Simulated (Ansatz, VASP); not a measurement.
One calculation of SnO, two programs

The input INCAR:

```
  PREC = Accurate
  ENCUT = 520
  EDIFF = 1E-7
  ISMEAR = 0
  SIGMA = 0.01
  LREAL = False
  LASPH = True
  NELM = 100
  ALGO = Normal
  ISIF = 2
  LWAVE = False
  LCHARG = True
  GGA = PE
  LELF = True
  LVHAR = True
  NBANDS = 28
```

The input KPOINTS:

```
regular mesh
0
Gamma
  10 10 8
```

POSCAR

```
SnO
1.0
    3.6361670550      0.0000000000      0.0000000000
    0.0000000000      3.6361670550      0.0000000000
    0.0000000000      0.0000000000      5.4423908306
Sn O
2 2
Direct
    0.0000000000      0.5000000000      0.2271675783
    0.5000000000      0.0000000000      0.7728324217
    0.5000000000      0.5000000000      0.0000000000
    0.0000000000      0.0000000000      0.0000000000
```

Input for Ansatz:

```yaml
crystal:
  lattice:
    - [3.636167055, 0.0, 0.0]
    - [0.0, 3.636167055, 0.0]
    - [0.0, 0.0, 5.4423908306]
  atoms:
    - { symbol: Sn, position: [0.0, 0.5, 0.2271675783] }
    - { symbol: Sn, position: [0.5, 0.0, 0.7728324217] }
    - { symbol: O, position: [0.5, 0.5, 0.0] }
    - { symbol: O, position: [0.0, 0.0, 0.0] }
basis:
  ecutwfc: 420
kpoints:
  mp_grid: { grid: [10, 10, 8] }
  band_path: { path: [VBM, CBM], npoints: 2 }
hamiltonian:
  xc: pbe
scf:
  occupations: { method: gaussian, width: 0.01 }
output:
  forces: true
  stress: true
  eigenvalues: true
checkpoint:
  read: start.run
  write: ck
  compress: false
  write_wavefunctions: false
  write_every: 100000
```

Alike in both runs: task single point; functional PBE; k mesh 10 × 10 × 8; occupations gaussian, width 0.01 eV; no spin polarisation.

```csv
,VASP,Ansatz
version,VASP 6.6.1,Ansatz 0.2.0
potentials or method,"VASP PAW PBE potentials, release 64 (Sn_d, O), cutoff 520 eV","scalar-relativistic, plane waves, PAW"
valence electrons in the cell,40,40
```

```csv
,VASP,Ansatz,Ansatz less VASP
gap on the k mesh at the Fermi level (eV),0.25,0.25,-0.001
least direct gap on the mesh (eV),2.30,2.31,+0.010
pressure (GPa),7.6,7.3,-0.27
"traceless stress, the component that is largest in VASP (GPa)",-7.25,-7.32,-0.068
rms of the force components (eV/Å),0.038,0.000,-0.0376
```

Atom by atom the forces differ by 0.038 eV/Å (rms over components). The functional is the same, so the differences come from potentials, cutoffs and numerics.
